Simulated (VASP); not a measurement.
Set up this calculation in VASP 6.6.1, as the native input.

| Quantity | Value |
| --- | --- |
| Task | single point |
| Functional | PBEsol |
| Potentials or basis | VASP PAW PBE potentials, release 64 (K_sv, Br) |
| Cutoff | 520 eV |
| k mesh | 6 × 6 × 6 |
| Occupations | gaussian, width 0.01 eV |
| Spin | no spin polarisation |
| Dipole correction | no |
| Further INCAR settings | ALGO = Normal; EDIFF = 1e-07; NBANDS = 15 |

The structure of KBr lies in POSCAR:

```
KBr
1.0
    0.0000000000      3.3000000000      3.3000000000
    3.3000000000      0.0000000000      3.3000000000
    3.3000000000      3.3000000000      0.0000000000
K Br
1 1
Direct
    0.0000000000      0.0000000000      0.0000000000
    0.5000000000      0.5000000000      0.5000000000
```

The input as run:

INCAR

```
ALGO     = Normal         # electronic algorithm
EDIFF    = 1E-7           # SCF threshold, eV
ENCUT    = 520            # plane-wave cutoff, eV
GGA      = PS             # functional
ISIF     = 2              # what is computed and relaxed
ISMEAR   = 0              # smearing method
LASPH    = True           # aspherical terms in the spheres
LCHARG   = False          # write CHGCAR
LREAL    = False          # projectors in reciprocal space
LWAVE    = False          # write WAVECAR
NBANDS   = 15             # bands
NELM     = 60             # most SCF steps
PREC     = Accurate       # precision mode
SIGMA    = 0.01           # smearing width, eV
```

KPOINTS

```
k-points
0
Gamma
  6 6 6
```

Potentials or basis: VASP PAW PBE potentials, release 64 (K_sv, Br).

Command:

```sh
$ cat potpaw_PBE.64/K_sv/POTCAR potpaw_PBE.64/Br/POTCAR > POTCAR
$ mpirun -np 1 vasp_std > vasp.out
```

It gave:

```yaml
Pressure: -0.3 GPa
Band_gap_on_the_k_mesh: 4.28 eV
```

Caveat: the PAW data sets were made with another functional, which shifts forces and pressure a little.

Run time: 41 s on 1 thread of Intel Xeon 8259CL (shared host), peak memory 0.21 GiB.
